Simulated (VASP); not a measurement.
Set up this calculation in VASP 6.6.1, as the native input.

```
Task                   : single point
Functional             : LDA
Potentials or basis    : VASP PAW LDA potentials, release 64 (Na_pv, H)
Cutoff                 : 520 eV
k mesh                 : 12 × 12 × 12
Occupations            : gaussian, width 0.05 eV
Spin                   : no spin polarisation
Dipole correction      : no
Further INCAR settings : ALGO = Normal; EDIFF = 1e-07; NBANDS = 11
```

The structure of NaH lies in POSCAR:

```
NaH
1.0
    2.9551240000      0.0000000000      0.0000000000
    0.0000000000      2.9551240000      0.0000000000
    0.0000000000      0.0000000000      3.0142264800
Na H
1 1
Direct
    0.0000000000      0.0000000000      0.0000000000
    0.5000000000      0.5000000000      0.5000000000
```

This cell differs from its parent crystal: strain +0.0200 x Voigt [0, 0, 1, 0, 0, 0].

These files were run (other wordings do the same):

INCAR

```
SYSTEM = NaH
PREC     = Accurate       ! precision mode
ENCUT    = 520            ! plane-wave cutoff, eV
EDIFF    = 1E-7           ! SCF threshold, eV
ISMEAR   = 0              ! smearing method
SIGMA    = 0.05           ! smearing width, eV
LREAL    = .False.        ! projectors in reciprocal space
LASPH    = .True.         ! aspherical terms in the spheres
NELM     = 60             ! most SCF steps
ALGO     = Normal         ! electronic algorithm
ISIF     = 2              ! what is computed and relaxed
LWAVE    = .False.        ! write WAVECAR
LCHARG   = .False.        ! write CHGCAR
NBANDS   = 11             ! bands
```

KPOINTS

```
regular mesh
0
Gamma
  12 12 12
  0 0 0
```

Potentials or basis: VASP PAW LDA potentials, release 64 (Na_pv, H).

Run with:

```bash
$ cat potpaw_LDA.64/Na_pv/POTCAR potpaw_LDA.64/H/POTCAR > POTCAR
$ mpirun -np 1 vasp_std > vasp.out
```

It gave:

```json
{
 "Pressure": "-2.5 GPa",
 "Band gap on the k mesh": "0.46 eV (least direct gap 4.05 eV)"
}
```

Caveat: the cell differs from its parent crystal (strain +0.0200 x Voigt [0, 0, 1, 0, 0, 0]).

Wall time 35 s on 1 thread of Intel Xeon 8259CL, with other jobs on the host, peak memory 0.16 GiB.
